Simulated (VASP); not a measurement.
# Sn8O in VASP: single point with PBEsol

Aim: the single point of Sn8O with PBEsol.

All numbers are computed with VASP 6.6.1; they aren't measurements. Logs are shortened: lines on timing, memory, paths and dates and some standing lists are left out, and cuts for length are marked.

### 1 The cell of the first run

The cell holds a slab with vacuum, 9 atoms: a = 4.626 Å, b = 6.542 Å, c = 25.938 Å, α = 90.00°, β = 90.00°, γ = 90.00°.

### 2 Single point, PBEsol

The input, INCAR:

```
PREC = Accurate
ENCUT = 520
EDIFF = 1E-6
ISMEAR = -1
SIGMA = 0.1
LREAL = F
LASPH = T
NELM = 80
ALGO = Normal
ISIF = 2
LWAVE = F
LCHARG = T
LDIPOL = T
IDIPOL = 3
DIPOL = 0.5 0.5 0.474
GGA = PS
LELF = T
LVHAR = T
LVACPOTAV = T
NBANDS = 69
```

The input, KPOINTS:

```
Automatic mesh
0
Gamma
  6 5 1
```

The input, POSCAR:

```
Sn8O
1.0
    4.6255804186      0.0000000000      0.0000000000
    0.0000000000      6.5415585618      0.0000000000
    0.0000000000      0.0000000000     25.9383706279
Sn O
8 1
Direct
    0.5000000000      0.0000000000      0.3276998437
    0.0000000000      0.2500000000      0.3276998437
    0.0000000000      0.5000000000      0.4168646660
    0.5000000000      0.7500000000      0.4168646660
    0.5000000000     -0.0008212281      0.5077593930
    0.0000000000      0.2508212281      0.5077593930
    0.0000000000      0.5006201598      0.5966396219
    0.5000000000      0.7493798402      0.5966396219
    0.1666666667      1.0006201598      0.5645731190
```

Potentials or basis: VASP PAW PBE potentials, release 64 (Sn_d, O).

Started as:

```sh
$ cat potpaw_PBE.64/Sn_d/POTCAR potpaw_PBE.64/O/POTCAR > POTCAR
$ mpirun -np 1 vasp_std > vasp.out
```

OUTCAR:

```text
PREC = Accurate
   ENCUT = 520
   EDIFF = 1E-6
   ISMEAR = -1
   LREAL = F
   LASPH = T
   NELM = 80
   ISIF = 2
   GGA = PS

 ion  position               nearest neighbor table
   1  0.500  0.000  0.328-   4 2.83   2 2.83   2 2.83
   2  0.000  0.250  0.328-   3 2.83   1 2.83   1 2.83
   3  0.000  0.500  0.417-   2 2.83   4 2.83   4 2.83   6 2.87
   4  0.500  0.750  0.417-   1 2.83   3 2.83   3 2.83   5 2.87
   5  0.500  0.999  0.508-   9 2.13   8 2.83   6 2.84   6 2.84   4 2.87
   6  0.000  0.251  0.508-   9 2.33   7 2.83   5 2.84   5 2.84   3 2.87
   7  0.000  0.501  0.597-   6 2.83   8 2.83   8 2.83
   8  0.500  0.749  0.597-   9 2.40   5 2.83   7 2.83   7 2.83
   9  0.167  0.001  0.565-   5 2.13   6 2.33   8 2.40

  LATTYP: Found a simple orthorhombic cell.
 ALAT       =     4.6255804186
 B/A-ratio  =     1.4142135624
 C/A-ratio  =     5.6075926220

  Lattice vectors:

 A1 = (   4.6255804186,   0.0000000000,   0.0000000000)
 A2 = (   0.0000000000,   6.5415585618,   0.0000000000)
 A3 = (   0.0000000000,   0.0000000000,  25.9383706279)

Analysis of symmetry for initial positions (statically):
=====================================================================
 Subroutine PRICEL returns:
 Original cell was already a primitive cell.

 Routine SETGRP: Setting up the symmetry group for a
 simple orthorhombic supercell.

 Subroutine GETGRP returns: Found  1 space group operations
 (whereof  1 operations were pure point group operations)
 out of a pool of  8 trial point group operations.

The static configuration has the point symmetry C_1 .

Analysis of symmetry for dynamics (positions and initial velocities):
=====================================================================
 Subroutine PRICEL returns:
 Original cell was already a primitive cell.

 Routine SETGRP: Setting up the symmetry group for a
 simple orthorhombic supercell.

 Subroutine GETGRP returns: Found  1 space group operations
 (whereof  1 operations were pure point group operations)
 out of a pool of  8 trial point group operations.

The dynamic configuration has the point symmetry C_1 .

 Subroutine INISYM returns: Found  1 space group operations
 (whereof  1 operations are pure point group operations),
 and found     1 'primitive' translations

----------------------------------------------------------------------------------------

                                     Primitive cell

  volume of cell :     784.8563

  direct lattice vectors                    reciprocal lattice vectors
     4.625580419  0.000000000  0.000000000     0.216189085  0.000000000  0.000000000
     0.000000000  6.541558562  0.000000000     0.000000000  0.152868768  0.000000000
     0.000000000  0.000000000 25.938370628     0.000000000  0.000000000  0.038552923

  length of vectors
     4.625580419  6.541558562 25.938370628     0.216189085  0.152868768  0.038552923

  position of ions in fractional coordinates (direct lattice)
     0.500000000  0.000000000  0.327699844
     0.000000000  0.250000000  0.327699844
     0.000000000  0.500000000  0.416864666
     0.500000000  0.750000000  0.416864666
     0.500000000  0.999178772  0.507759393
     0.000000000  0.250821228  0.507759393
     0.000000000  0.500620160  0.596639622
     0.500000000  0.749379840  0.596639622
     0.166666667  0.000620160  0.564573119

  ion indices of the primitive-cell ions
   primitive index   ion index
                 1           1
                 2           2
                 3           3
                 4           4
                 5           5
                 6           6
                 7           7
                 8           8
                 9           9

----------------------------------------------------------------------------------------

 KPOINTS: Automatic mesh

Automatic generation of k-mesh.
 Grid dimensions read from file:
 generate k-points for:    6    5    1

 Generating k-lattice:

  Cartesian coordinates                     Fractional coordinates (reciprocal lattice)
     0.036031514  0.000000000  0.000000000     0.166666667  0.000000000  0.000000000
     0.000000000  0.030573754  0.000000000     0.000000000  0.200000000  0.000000000
     0.000000000  0.000000000  0.038552923     0.000000000  0.000000000  1.000000000

  Length of vectors
     0.036031514  0.030573754  0.038552923

  Shift w.r.t. Gamma in fractional coordinates (k-lattice)
     0.000000000  0.000000000  0.000000000

 Subroutine IBZKPT returns following result:
 ===========================================

 Found     16 irreducible k-points:

 Following reciprocal coordinates:
            Coordinates               Weight
  0.000000  0.000000  0.000000      1.000000
  0.166667  0.000000  0.000000      2.000000
  0.333333  0.000000  0.000000      2.000000
  0.500000  0.000000  0.000000      1.000000
  0.000000  0.200000  0.000000      2.000000
  0.166667  0.200000  0.000000      2.000000
[... 8 lines left out ...]
  0.333333 -0.400000  0.000000      2.000000
  0.500000  0.400000  0.000000      2.000000
   k-points           NKPTS =     16   k-points in BZ     NKDIM =     16   number of bands    NBANDS=     69
   number of dos      NEDOS =    301   number of ions     NIONS =      9
   total plane-waves  NPLWV = 352800
   dimension x,y,z NGX =    36 NGY =   50 NGZ =  196
   dimension x,y,z NGXF=    72 NGYF=  100 NGZF=  392
   ions per type =               8   1
   NGX,Y,Z   is equivalent  to a cutoff of  12.94, 12.71, 12.56 a.u.
   NGXF,Y,Z  is equivalent  to a cutoff of  25.88, 25.41, 25.12 a.u.
 SYSTEM =  unknown system
   PREC   = accura    normal or accurate (medium, high low for compatibility)
   ISTART =      0    job   : 0-new  1-cont  2-samecut
   ICHARG =      2    charge: 1-file 2-atom 10-const
   ISPIN  =      1    spin polarized calculation?
   LNONCOLLINEAR =      F non collinear calculations
   LSORBIT =      F    spin-orbit coupling
   LASPH  =      T    aspherical Exc in radial PAW
   ENCUT  =  520.0 eV  38.22 Ry    6.18 a.u.   8.60 12.16 48.23*2*pi/ulx,y,z
   NELM   =     80;   NELMIN=  2; NELMDL= -5     # of ELM steps
   EDIFF  = 0.1E-05   stopping-criterion for ELM
   LREAL  =      F    real-space projection
[... 7 lines left out ...]
   TEBEG  =    0.0;   TEEND  =   0.0 temperature during run
   PSTRESS=    0.0 pullay stress
   NELECT =     118.0000    total number of electrons
   NUPDOWN=      -1.0000    fix difference up-down
   EMIN   =  10.00;   EMAX   =-10.00  energy-range for DOS
   EFERMI =   0.00;   METHOD = LEGACY
   ISMEAR =    -1;   SIGMA  =   0.10  broadening in eV -4-tet -1-fermi 0-gaus
   EFERMI_NEDOS =   21; number of points for ismear=-14 and -15
   IALGO  =     38    algorithm
   IMIX   =      4    mixing-type and parameters
     AMIX     =   0.40;   BMIX     =  1.00
     AMIX_MAG =   1.60;   BMIX_MAG =  1.00
  volume/ion in A,a.u.               =      87.21       588.50
  Fermi-wavevector in a.u.,A,eV,Ry     =   0.870507  1.645019 10.310249  0.757782
  Thomas-Fermi vector in A             =   1.989482
   LORBIT       =      0    0 simple, 1 ext, 2 COOP (PROOUT), +10 PAW based schemes
   GGA     = PS    functional components
   LHFCALC =     F    Hartree Fock is set to
   AEXX    =    0.0000 exact exchange contribution
   IVDW    =     0    specifies the selected vdW correction
   LEPSILON=     F    determine dielectric tensor
   LRPA    =     F    only Hartree local field effects (RPA)
 non-spin polarized calculation
  energy-cutoff  :      520.00
  volume of cell :      784.86
 maximum number of plane-waves:     21178
 NGX is ok and might be reduce to    36
   NGX = 17   NGY = 25   NGZ = 97

 dipolmoment           0.000000      0.000000      0.002154 electrons x Angstroem

 number of electron     117.9999955 magnetization

 dipolmoment           0.000000      0.000000     -0.022155 electrons x Angstroem

 Free energy of the ion-electron system (eV)
  ---------------------------------------------------
  ext. energy  EPLUGINS =         0.00000000
  ---------------------------------------------------
  free energy    TOTEN  =       -36.57191097 eV

  energy without entropy =      -36.36496134  energy(sigma->0) =      -36.46843616

 E-fermi :  -0.9471     XC(G=0):  -3.8192

 val. band max:       -0.9573634382   @ k =   0.0000   0.0000   0.0000
 cond. band min:      -0.9219209062   @ k =   0.1667   0.4000   0.0000
 fundamental gap:      0.0354425319
 Fermi energy:        -0.9471218621

 k-point     1 :       0.0000    0.0000    0.0000
  band No.  band energies     occupation
      1     -22.5615      2.00000
      2     -22.5033      2.00000
      3     -22.4890      2.00000
      4     -22.4456      2.00000
      5     -22.4157      2.00000
      6     -22.3949      2.00000
[... 61 lines left out ...]
     68       2.0955      0.00000
     69       2.7911      0.00000

 k-point     2 :       0.1667    0.0000    0.0000
  band No.  band energies     occupation
      1     -22.5644      2.00000
      2     -22.5075      2.00000
      3     -22.4900      2.00000
      4     -22.4448      2.00000
      5     -22.4267      2.00000
      6     -22.3868      2.00000
[... 61 lines left out ...]
     68       2.1850      0.00000
     69       2.3472      0.00000

 k-point     3 :       0.3333    0.0000    0.0000
  band No.  band energies     occupation
      1     -22.5657      2.00000
      2     -22.5137      2.00000
      3     -22.4848      2.00000
      4     -22.4448      2.00000
      5     -22.4359      2.00000
      6     -22.3863      2.00000
[... 925 lines left out ...]
     68       3.0711      0.00000
     69       3.1574      0.00000

 k-point    16 :       0.5000    0.4000    0.0000
  band No.  band energies     occupation
      1     -22.5704      2.00000
      2     -22.5167      2.00000
      3     -22.4777      2.00000
      4     -22.4618      2.00000
      5     -22.4047      2.00000
      6     -22.3847      2.00000
[... 61 lines left out ...]
     68       2.9975      0.00000
     69       3.3696      0.00000

------------------------ aborting loop because EDIFF is reached ----------------------------------------

  FORCE on cell =-STRESS in cart. coord.  units (eV):
  Direction    XX          YY          ZZ          XY          YZ          ZX
  --------------------------------------------------------------------------------------
  -------------------------------------------------------------------------------------
  Total        1.1144852     -0.5063956      1.5587003      0.5348903     -0.2235851      0.0809906
  in kB        2.2750697     -1.0337376      3.1818745      1.0919058     -0.4564186      0.1653312
  external PRESSURE =       1.4744022 kB  Pullay stress =       0.0000000 kB

 VOLUME and BASIS-vectors are now :
 -----------------------------------------------------------------------------
  energy-cutoff  :      520.00
  volume of cell :      784.86
      direct lattice vectors                 reciprocal lattice vectors
     4.625580419  0.000000000  0.000000000     0.216189085  0.000000000  0.000000000
     0.000000000  6.541558562  0.000000000     0.000000000  0.152868768  0.000000000
     0.000000000  0.000000000 25.938370628     0.000000000  0.000000000  0.038552923

 POSITION                                       TOTAL-FORCE (eV/Angst)
 -----------------------------------------------------------------------------------
      2.31279      0.00000      8.50000        -0.011773      0.113345     -0.036018
      0.00000      1.63539      8.50000         0.018560     -0.055325     -0.034308
      0.00000      3.27078     10.81279         0.028143      0.005326     -0.243128
      2.31279      4.90617     10.81279        -0.123085      0.021362      0.022011
      2.31279      6.53619     13.17045         0.015451     -0.077574     -0.473318
      0.00000      1.64076     13.17045        -0.113943     -0.054201      0.389987
      0.00000      3.27484     15.47586         0.146397     -0.042984      0.186623
      2.31279      4.90211     15.47586        -0.610230      0.092396      0.159731
      0.77093      0.00406     14.64411         0.650480     -0.002344      0.028420
 -----------------------------------------------------------------------------------
    total drift:                                0.000001      0.000075     -0.000462

  FREE ENERGIE OF THE ION-ELECTRON SYSTEM (eV)
  ---------------------------------------------------
  free  energy   TOTEN  =       -36.5719109711 eV

  energy  without entropy=      -36.3649613432  energy(sigma->0) =      -36.46843616

 vacuum level on the upper side and lower side of the slab         3.328         3.460
```

Wall time 18 min (1 thread of Intel Xeon 6975P-C (Granite Rapids), shared host); peak memory 1.1 GiB.

Results:

```yaml
Free_energy: -36.5719 eV
Largest_force: 0.651 eV/Å
Band_gap_on_the_k_mesh: zero (bands 59 and 60 overlap by 0.15 eV)
```

Forces on the atoms (eV/Å):
```
Sn  -0.012  0.113 -0.036
Sn   0.019 -0.055 -0.034
Sn   0.028  0.005 -0.243
Sn  -0.123  0.021  0.022
Sn   0.015 -0.078 -0.473
Sn  -0.114 -0.054  0.390
Sn   0.146 -0.043  0.187
Sn  -0.610  0.092  0.160
O    0.650 -0.002  0.028
```

Caveat: the PAW data sets were made with another functional, which shifts forces and pressure a little; spin-orbit coupling is left out, which moves the levels of the heavy elements.

The gap in the log of VASP goes by the Fermi energy; the results here count the filled bands.